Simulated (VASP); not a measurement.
# PtSe2 (Sudovikovite) (P-3m1) in VASP: notebook, part 2 of 2

VASP 6.6.1. The steps go on from the part before.

## (3) Single point, r2SCAN (volume scaled by 0.94, then relaxed in part)

POSCAR

```
PtSe2
1.0
    3.7216803757      0.0000000000      0.0000000000
   -1.8608401878      3.2230697501      0.0000000000
    0.0000000000      0.0000000000      5.4550879041
Pt Se
1 2
Direct
    0.0000000000      0.0000000000      0.0000000000
    0.3333333333      0.6666666667      0.2389831534
    0.6666666667      0.3333333333      0.7610168466
```

INCAR.step1

```
PREC = Accurate
ENCUT = 520
ISMEAR = 0
SIGMA = 0.02
LREAL = False
LASPH = True
NELM = 100
NBANDS = 18
GGA = PE
ALGO = Normal
EDIFF = 1E-4
LWAVE = True
LCHARG = False
```

INCAR.step2

```
PREC = Accurate
ENCUT = 520
EDIFF = 1E-6
ISMEAR = 0
SIGMA = 0.02
LREAL = False
LASPH = True
NELM = 100
ALGO = Normal
ISIF = 2
LWAVE = False
LCHARG = False
METAGGA = R2SCAN
LMIXTAU = True
NBANDS = 18
ISTART = 1
```

KPOINTS

```
regular mesh
0
Gamma
  12 12 6
```

Potentials or basis: VASP PAW PBE potentials, release 64 (Pt, Se).

Started as:

```sh
cat potpaw_PBE.64/Pt/POTCAR potpaw_PBE.64/Se/POTCAR > POTCAR
cp INCAR.step1 INCAR
mpirun -np 1 vasp_std > vasp.out
cp INCAR.step2 INCAR
mpirun -np 1 vasp_std > vasp.out
```

OUTCAR:

```text
PREC = Accurate
   ENCUT = 520
   EDIFF = 1E-6
   ISMEAR = 0
   LREAL = False
   LASPH = True
   NELM = 100
   ISIF = 2
   METAGGA = R2SCAN
   ISTART = 1

 ion  position               nearest neighbor table
   1  0.000  0.000  0.000-   2 2.51   3 2.51   2 2.51   3 2.51   3 2.51   2 2.51
   2  0.333  0.667  0.239-   1 2.51   1 2.51   1 2.51
   3  0.667  0.333  0.761-   1 2.51   1 2.51   1 2.51

  LATTYP: Found a hexagonal cell.
 ALAT       =     3.7216803757
 C/A-ratio  =     1.4657593757

  Lattice vectors:

 A1 = (   3.7216803757,   0.0000000000,   0.0000000000)
 A2 = (  -1.8608401878,   3.2230697501,   0.0000000000)
 A3 = (   0.0000000000,   0.0000000000,   5.4550879041)

Analysis of symmetry for initial positions (statically):
=====================================================================
 Subroutine PRICEL returns:
 Original cell was already a primitive cell.

 Routine SETGRP: Setting up the symmetry group for a
 hexagonal supercell.
[... 158 lines left out ...]

 number of electron      21.9999999 magnetization

 Free energy of the ion-electron system (eV)
  ---------------------------------------------------
  ext. energy  EPLUGINS =         0.00000000
  ---------------------------------------------------
  free energy    TOTEN  =       -81.48674021 eV

  energy without entropy =      -81.48674021  energy(sigma->0) =      -81.48674021

 E-fermi :   5.4625     XC(G=0): -10.8031

 val. band max:        5.3833045508   @ k =   0.0000   0.0000   0.0000
 cond. band min:       5.5430014600   @ k =   0.0000   0.2500   0.3333
 fundamental gap:      0.1596969092
 Fermi energy:         5.4624725938

 k-point     1 :       0.0000    0.0000    0.0000
  band No.  band energies     occupation
      1     -10.4735      2.00000
      2      -8.0652      2.00000
      3      -1.6396      2.00000
      4      -1.0250      2.00000
      5      -1.0250      2.00000
      6       1.3203      2.00000
[... 481 lines left out ...]
      5      -0.6676      2.00000
      6       0.7825      2.00000
[... 10 lines left out ...]
     17      14.3811      0.00000
     18      14.5926      0.00000

 [... further k-points ...]
[... 5 lines left out ...]
  --------------------------------------------------------------------------------------
  -------------------------------------------------------------------------------------
  Total        0.4379584      0.4379584      0.4038496      0.0000000      0.0000000      0.0000000
  in kB       10.7234098     10.7234098      9.8882554      0.0000000      0.0000000      0.0000000
  external PRESSURE =      10.4450250 kB  Pullay stress =       0.0000000 kB

 VOLUME and BASIS-vectors are now :
 -----------------------------------------------------------------------------
  energy-cutoff  :      520.00
  volume of cell :       65.44
      direct lattice vectors                 reciprocal lattice vectors
     3.721680376  0.000000000  0.000000000     0.268695831  0.155131610  0.000000000
    -1.860840188  3.223069750  0.000000000     0.000000000  0.310263220  0.000000000
     0.000000000  0.000000000  5.455087904     0.000000000  0.000000000  0.183315103

 POSITION                                       TOTAL-FORCE (eV/Angst)
 -----------------------------------------------------------------------------------
      0.00000      0.00000      0.00000        -0.000000      0.000000      0.000000
     -0.00000      2.14871      1.30367         0.000000      0.000000      0.012061
      1.86084      1.07436      4.15141        -0.000000     -0.000000     -0.012061
 -----------------------------------------------------------------------------------
    total drift:                                0.000000     -0.000000     -0.000000

  FREE ENERGIE OF THE ION-ELECTRON SYSTEM (eV)
  ---------------------------------------------------
  free  energy   TOTEN  =       -81.4867402080 eV

  energy  without entropy=      -81.4867402080  energy(sigma->0) =      -81.48674021
```

Wall time 2.7 min (1 thread of Intel Xeon 6975P-C (Granite Rapids), shared host); peak memory 0.27 GiB.

What came out:

| Quantity | Value |
| --- | --- |
| Free energy | -81.4867 eV |
| Pressure | 1.0 GPa |
| Largest force | 0.012 eV/Å |
| Band gap on the k mesh | 0.16 eV, indirect (least direct gap 0.74 eV) |

Forces on the atoms (eV/Å):
```
Pt   0.000  0.000  0.000
Se   0.000  0.000  0.012
Se   0.000  0.000 -0.012
```

Caveat: the cell differs from its parent crystal (volume scaled by 0.94, then relaxed in part); the PAW data sets were made with another functional, which shifts forces and pressure a little; spin-orbit coupling is left out, which moves the levels of the heavy elements.

## (4) Single point, r2SCAN

This run uses another cell than the first one, of 20.27 Å³/atom, 0.873 times its volume.

POSCAR

```
PtSe2
1.0
    3.7240000000      0.0000000000      0.0000000000
   -1.8620000000      3.2250786037      0.0000000000
    0.0000000000      0.0000000000      5.0620000000
Pt Se
1 2
Direct
    0.0000000000      0.0000000000      0.0000000000
    0.3333333333      0.6666666667      0.2500000000
    0.6666666667      0.3333333333      0.7500000000
```

INCAR.step1

```
PREC = Accurate ; ENCUT = 520
ISMEAR = 0 ; SIGMA = 0.1
LREAL = F ; LASPH = T
NELM = 60 ; NBANDS = 18
GGA = PE ; ALGO = Normal
EDIFF = 1E-4 ; LWAVE = T
LCHARG = F
```

INCAR.step2

```
PREC = Accurate ; ENCUT = 520
EDIFF = 1E-6 ; ISMEAR = 0
SIGMA = 0.1 ; LREAL = F
LASPH = T ; NELM = 60
ALGO = Normal ; ISIF = 2
LWAVE = F ; LCHARG = F
METAGGA = R2SCAN ; LMIXTAU = T
NBANDS = 18 ; ISTART = 1
```

KPOINTS

```
regular mesh
0
Gamma
  6 6 4
```

Started as:

```sh
cat potpaw_PBE.64/Pt/POTCAR potpaw_PBE.64/Se/POTCAR > POTCAR
cp INCAR.step1 INCAR
mpirun -np 1 vasp_std > vasp.out
cp INCAR.step2 INCAR
mpirun -np 1 vasp_std > vasp.out
```

Wall time 51 s (1 thread of Intel Xeon 6975P-C (Granite Rapids), shared host); peak memory 0.18 GiB.

It converged, with:

- Free energy: -81.4252 eV
- Pressure: 5.0 GPa
- Largest force: 0.362 eV/Å
- Band gap on the k mesh: zero (band 11 reaches 6.71 eV, above the bottom of band 12 at 6.46 eV)

Forces in eV/Å, atoms in the order of the input:
```
Pt   0.000  0.000  0.000
Se   0.000  0.000  0.362
Se   0.000  0.000 -0.362
```

Stress tensor (GPa, compression positive):
```
5.01 0.00 0.00
0.00 5.01 0.00
0.00 0.00 5.09
```

Levels at points of the mesh, in eV from the Fermi level:
| k point | band 9 | band 10 | band 11 | band 12 | band 13 | band 14 |
| --- | --- | --- | --- | --- | --- | --- |
| (0.00, 0.00, 0.00) | -1.24 | -1.24 | 0.33 | 1.48 | 1.48 | 3.98 |
| (0.50, 0.00, 0.00) | -3.78 | -3.71 | -3.16 | 0.72 | 2.40 | 5.02 |
| (0.00, 0.00, 0.50) | -1.81 | -1.68 | -1.68 | 2.34 | 2.34 | 5.19 |
| (0.50, 0.00, 0.50) | -3.49 | -3.07 | -1.51 | 1.01 | 1.61 | 4.84 |

Caveat: the PAW data sets were made with another functional, which shifts forces and pressure a little; spin-orbit coupling is left out, which moves the levels of the heavy elements.

## (5) Overview

```tsv
cell	k mesh	smearing	gap on the mesh (eV)	pressure (GPa)	largest force (eV/Å)
a = 3.718, b = 3.718, c = 5.816 Å, angles 90.0, 90.0, 120.0°, 3 atoms	12 × 12 × 6	gaussian 0.02 eV	0.57	0.1	0.01
a = 3.722, b = 3.722, c = 5.455 Å, angles 90.0, 90.0, 120.0°, 3 atoms	12 × 12 × 6	gaussian 0.02 eV	0.16	1.0	0.01
a = 3.724, b = 3.724, c = 5.062 Å, angles 90.0, 90.0, 120.0°, 3 atoms	6 × 6 × 4	gaussian 0.1 eV	none	5.0	0.36
```

Alike in all rows: task single point; level r2SCAN; potentials or basis VASP PAW PBE potentials, release 64 (Pt, Se); no spin polarisation; cutoff (eV) 520.

Caveats: the PAW data sets were made with another functional, which shifts forces and pressure a little; spin-orbit coupling is left out, which moves the levels of the heavy elements.

Total energies depend on the potentials used, so only differences within one code and one set of settings carry meaning.
